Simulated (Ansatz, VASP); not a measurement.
## La2O3 in VASP and in Ansatz

The input INCAR:

```
PREC = Accurate ; ENCUT = 520
EDIFF = 1E-6 ; ISMEAR = -1
SIGMA = 0.02 ; LREAL = False
LASPH = True ; NELM = 80
ALGO = Normal ; ISIF = 2
LWAVE = False ; LCHARG = False
GGA = PE ; NBANDS = 28
```

The input KPOINTS:

```
regular mesh
0
Gamma
  12 12 4
```

The input POSCAR:

```
La2O3
1.0
    3.9351015402      0.0000000000      0.0000000000
   -1.9675507701      3.4078979003      0.0000000000
    0.0000000000      0.0000000000      6.1262271608
La O
2 3
Direct
    0.6666666667      0.3333333333      0.7538431652
    0.3333333333      0.6666666667      0.2461568348
    0.6666666667      0.3333333333      0.3538862911
    0.3333333333      0.6666666667      0.6461137089
    0.0000000000      0.0000000000      0.0000000000
```

Input for Ansatz:

```yaml
crystal:
  lattice:
    - [3.9351015402, 0.0, 0.0]
    - [-1.9675507701, 3.4078979003, 0.0]
    - [0.0, 0.0, 6.1262271608]
  atoms:
    - { symbol: La, position: [0.6666666667, 0.3333333333, 0.7538431652] }
    - { symbol: La, position: [0.3333333333, 0.6666666667, 0.2461568348] }
    - { symbol: O, position: [0.6666666667, 0.3333333333, 0.3538862911] }
    - { symbol: O, position: [0.3333333333, 0.6666666667, 0.6461137089] }
    - { symbol: O, position: [0.0, 0.0, 0.0] }
kpoints:
  mp_grid: { grid: [12, 12, 4] }
  band_path:
    path:
      - [[0.0, 0.0, 0.0], [0.5, -5.808638457937e-17, -1.302090569377e-18], [0.3333333333333, 0.3333333333333, -8.680603795847e-19], [0.0, 0.0, 0.0], [-6.522444044033e-36, -6.567541715067e-36, 0.5], [0.5, -5.79526506181e-17, 0.5], [0.3333333333333, 0.3333333333333, 0.5], [-6.522444044033e-36, -6.567541715067e-36, 0.5]]
      - [[0.5, -5.79526506181e-17, 0.5], [0.5, -5.808638457937e-17, -1.302090569377e-18]]
      - [[0.3333333333333, 0.3333333333333, 0.5], [0.3333333333333, 0.3333333333333, -8.680603795847e-19]]
    npoints: 10
hamiltonian:
  xc: pbe
scf:
  occupations: { method: fermi_dirac, width: 0.02 }
  n_extra_bands: 5
output:
  forces: true
  stress: true
  eigenvalues: true
  write_density: true
  write_potential: true
  elf: true
  volumetric_format: npy
```

Alike in both runs: task single point; functional PBE; k mesh 12 × 12 × 4; occupations fermi-dirac, width 0.02 eV; no spin polarisation.

```csv
,VASP,Ansatz
version,VASP 6.6.1,Ansatz 0.2.0
potentials or method,"VASP PAW PBE potentials, release 64 (La, O)","plane waves, PAW"
plane-wave cutoff (eV),520,420
valence electrons in the cell,40,40
```

```tsv
	VASP	Ansatz	Ansatz less VASP
gap on the k mesh at the Fermi level (eV)	3.86	3.84	-0.018
pressure (GPa)	1.0	1.3	+0.29
traceless stress, the component that is largest in VASP (GPa)	0.22	0.18	-0.041
rms of the force components (eV/Å)	0.014	0.009	-0.0048
```

Atom by atom the forces differ by 0.005 eV/Å (rms over components).

Spin-orbit coupling is off throughout.
